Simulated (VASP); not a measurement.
# In (I4/mmm) in VASP: a series of runs, part 2 of 2

VASP 6.6.1. The steps go on from the part before.

## (3) Single point, LDA

File INCAR:

```
SYSTEM = In
ALGO     = Fast           ! electronic algorithm
EDIFF    = 1E-7           ! SCF threshold, eV
ENCUT    = 520            ! plane-wave cutoff, eV
ISIF     = 2              ! what is computed and relaxed
ISMEAR   = 0              ! smearing method
LASPH    = .True.         ! aspherical terms in the spheres
LCHARG   = .False.        ! write CHGCAR
LREAL    = .False.        ! projectors in reciprocal space
LWAVE    = .False.        ! write WAVECAR
NBANDS   = 12             ! bands
NELM     = 60             ! most SCF steps
PREC     = Accurate       ! precision mode
SIGMA    = 0.15           ! smearing width, eV
```

File KPOINTS:

```
k-points
0
Gamma
  20 20 20
  0 0 0
```

File POSCAR:

```
In
1.0
   -1.9873201339      1.9873201339      1.6892221138
    1.9873201339     -1.9873201339      1.6892221138
    1.9873201339      1.9873201339     -1.6892221138
In
1
Direct
    0.0000000000      0.0000000000      0.0000000000
```

Potentials or basis: VASP PAW LDA potentials, release 64 (In_d).

Started as:

```console
cat potpaw_LDA.64/In_d/POTCAR > POTCAR
mpirun -np 1 vasp_std > vasp.out
```

OUTCAR:

```text
SYSTEM = In
   EDIFF = 1E-7
   ENCUT = 520
   ISIF = 2
   ISMEAR = 0
   LASPH = .True.
   LREAL = .False.
   NELM = 60
   PREC = Accurate

 ion  position               nearest neighbor table
   1  0.000  0.000  0.000-

  LATTYP: Found a body centered tetragonal cell.
 ALAT       =     3.9746402678
 C/A-ratio  =     0.8500000000

  Lattice vectors:

 A1 = (  -1.9873201339,   1.9873201339,   1.6892221138)
 A2 = (   1.9873201339,  -1.9873201339,   1.6892221138)
 A3 = (   1.9873201339,   1.9873201339,  -1.6892221138)

Analysis of symmetry for initial positions (statically):
=====================================================================
 Subroutine PRICEL returns:
 Original cell was already a primitive cell.

 Routine SETGRP: Setting up the symmetry group for a
 body centered tetragonal supercell.

 Subroutine GETGRP returns: Found 16 space group operations
 (whereof 16 operations were pure point group operations)
 out of a pool of 16 trial point group operations.

The static configuration has the point symmetry D_4h.

Analysis of symmetry for dynamics (positions and initial velocities):
=====================================================================
[... 161 lines left out ...]
 fundamental gap:      0.0168745610
 Fermi energy:         6.9879446884

 k-point     1 :       0.0000    0.0000    0.0000
  band No.  band energies     occupation
      1      -7.6602      2.00000
      2      -7.5147      2.00000
      3      -7.5147      2.00000
      4      -7.4345      2.00000
      5      -7.2767      2.00000
      6      -2.4428      2.00000
      7      16.4561      0.00000
      8      16.4561      0.00000
      9      19.0263      0.00000
     10      19.8151      0.00000
     11      20.4953      0.00000
     12      20.6860      0.00000
[... 331 lines left out ...]
 k-point    24 :      -0.3500    0.0500   -0.0000
  band No.  band energies     occupation
      1      -7.6792      2.00000
      2      -7.5766      2.00000
      3      -7.3389      2.00000
      4      -7.3065      2.00000
      5      -7.2784      2.00000
      6       0.1577      2.00000
      7       9.0442      0.00000
      8      12.3717      0.00000
      9      13.8795      0.00000
     10      16.8509      0.00000
     11      17.9790      0.00000
     12      22.6429      0.00000

 [... further k-points ...]
[... 5 lines left out ...]
  --------------------------------------------------------------------------------------
  -------------------------------------------------------------------------------------
  Total       -0.4909388     -0.4909388     -0.4695997      0.0000000      0.0000000      0.0000000
  in kB      -29.4751161    -29.4751161    -28.1939560      0.0000000      0.0000000      0.0000000
  external PRESSURE =     -29.0480628 kB  Pullay stress =       0.0000000 kB

 VOLUME and BASIS-vectors are now :
 -----------------------------------------------------------------------------
  energy-cutoff  :      520.00
  volume of cell :       26.69
      direct lattice vectors                 reciprocal lattice vectors
    -1.987320134  1.987320134  1.689222114     0.000000000  0.251595096  0.295994231
     1.987320134 -1.987320134  1.689222114     0.251595096  0.000000000  0.295994231
     1.987320134  1.987320134 -1.689222114     0.251595096  0.251595096  0.000000000

 POSITION                                       TOTAL-FORCE (eV/Angst)
 -----------------------------------------------------------------------------------
      0.00000      0.00000      0.00000        -0.000000      0.000000     -0.000000
 -----------------------------------------------------------------------------------
    total drift:                               -0.000000      0.000000     -0.000000

  FREE ENERGIE OF THE ION-ELECTRON SYSTEM (eV)
  ---------------------------------------------------
  free  energy   TOTEN  =        -3.1872056037 eV

  energy  without entropy=       -3.1816433291  energy(sigma->0) =       -3.18442447
```

OSZICAR:

```text
N       E                     dE             d eps       ncg     rms          rms(c)
DAV:   1     0.788355652256E+02    0.78836E+02   -0.62989E+03 15616   0.137E+03
DAV:   2     0.741158024186E+00   -0.78094E+02   -0.76017E+02 16176   0.292E+02
DAV:   3    -0.312572019323E+01   -0.38669E+01   -0.38551E+01 18308   0.653E+01
DAV:   4    -0.321608017708E+01   -0.90360E-01   -0.90331E-01 19200   0.100E+01
DAV:   5    -0.321992617004E+01   -0.38460E-02   -0.38458E-02 20876   0.184E+00    0.230E+00
RMM:   6    -0.319360870852E+01    0.26317E-01   -0.30773E-02 18867   0.272E+00    0.121E+00
RMM:   7    -0.318759593690E+01    0.60128E-02   -0.11559E-02 18043   0.128E+00    0.250E-01
RMM:   8    -0.318715324902E+01    0.44269E-03   -0.17487E-03 22593   0.666E-01    0.751E-02
RMM:   9    -0.318720061348E+01   -0.47364E-04   -0.59906E-04 23577   0.231E-01    0.268E-02
RMM:  10    -0.318719839290E+01    0.22206E-05   -0.15872E-04 20513   0.223E-01    0.535E-03
RMM:  11    -0.318720522320E+01   -0.68303E-05   -0.69037E-05 25665   0.808E-02    0.927E-03
RMM:  12    -0.318720498010E+01    0.24310E-06   -0.10901E-05 21279   0.472E-02    0.172E-03
RMM:  13    -0.318720552804E+01   -0.54795E-06   -0.54143E-06 24422   0.209E-02    0.380E-03
RMM:  14    -0.318720564019E+01   -0.11215E-06   -0.85526E-07 15061   0.929E-03    0.666E-03
RMM:  15    -0.318720560375E+01    0.36445E-07   -0.15997E-07 11520   0.600E-03
   1 F= -.31872056E+01 E0= -.31844245E+01  d E =-.556227E-02
```

Wall time 1.9 min (1 thread of Intel Xeon Platinum 8488C (Sapphire Rapids), shared host); peak memory 0.29 GiB.

What came out:

```yaml
Free_energy: -3.1872 eV
Pressure: -2.9 GPa
```

Caveat: spin-orbit coupling is left out, which moves the levels of the heavy elements.
